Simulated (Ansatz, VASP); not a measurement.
**Two plane-wave programs on Ge**

INCAR

```
SYSTEM = Ge
ALGO = Normal
EDIFF = 1E-6
ENCUT = 500
GGA = PS
GGA_COMPAT = .False.
ISIF = 2
ISMEAR = -1
LASPH = .True.
LCHARG = .False.
LREAL = .False.
LWAVE = .False.
NBANDS = 21
NELM = 120
PREC = Accurate
SIGMA = 0.05
```

The input KPOINTS:

```
k-points
0
Gamma
  9 9 9
  0 0 0
```

POSCAR

```
Ge
1.0
   -2.4958980000      2.6508630000      1.4369470000
    2.4958980000     -2.6508630000      1.4369470000
    2.4958980000      2.6508630000     -1.4369470000
Ge
2
Direct
    0.3140570000      0.0640570000      0.2500000000
    0.6859430000      0.9359430000      0.7500000000
```

The input input.yaml:

```yaml
crystal:
  lattice:
    - [-2.495898, 2.650863, 1.436947]
    - [2.495898, -2.650863, 1.436947]
    - [2.495898, 2.650863, -1.436947]
  atoms:
    - { symbol: Ge, position: [0.314057, 0.064057, 0.25] }
    - { symbol: Ge, position: [0.685943, 0.935943, 0.75] }
hamiltonian:
  xc: pbesol
  pseudopotentials: { kind: paw }
kpoints:
  mp_grid: { grid: [9, 9, 9] }
  band_path:
    path:
      - [[0.0, 0.0, 0.0], [0.3234593264, 0.3234593264, -0.3234593264], [0.2950845098, 0.3518341431, -0.2950845098], [0.0, 0.5, 0.0], [0.25, 0.25, 0.25], [0.5, 0.0, 0.0], [0.6765406736, -0.3234593264, 0.3234593264], [0.5, -0.5, 0.5], [0.0, 0.0, 0.0], [-0.4716251834, 0.4716251834, 0.4716251834], [0.0, 0.0, 0.5], [0.25, 0.25, 0.25]]
      - [[-0.2950845098, 0.6481658569, 0.2950845098], [-0.4716251834, 0.4716251834, 0.4716251834]]
      - [[0.4716251834, -0.4716251834, 0.5283748166], [0.5, -0.5, 0.5]]
    npoints: 14
scf:
  occupations: { method: fermi_dirac, width: 0.05 }
  n_extra_bands: 6
output:
  forces: true
  stress: true
  eigenvalues: true
  fatbands: false
```

Alike in both runs: functional PBEsol; k mesh 9 × 9 × 9; occupations fermi-dirac, width 0.05 eV; no spin polarisation.

|  | VASP | Ansatz |
| --- | --- | --- |
| version | VASP 6.6.1 | Ansatz 0.2.0 |
| potentials or method | VASP PAW PBE potentials, release 64 (Ge_d) | Ansatz PAW |
| plane-wave cutoff (eV) | 500 | 420 |
| valence electrons in the cell | 28 | 28 |
| task | single point | band structure |

Ansatz gave:

| Quantity | Value |
| --- | --- |
| gap on the k mesh at the Fermi level (eV) | none |
| pressure (GPa) | -2.4 |
| traceless stress, the component that is largest in VASP (GPa) | -0.29 |
| rms of the force components (eV/Å) | 0.024 |

Q: What did VASP give for the same quantities?

A: gap on the k mesh at the Fermi level (eV): none; pressure (GPa): -2.6; traceless stress, the component that is largest in VASP (GPa): -0.32; rms of the force components (eV/Å): 0.024.

VASP's potentials were made for PBE, not for PBEsol. Atom by atom the forces differ by 0.000 eV/Å (rms over components). A gap of «none» marks a metal or a gap that the smearing closes.
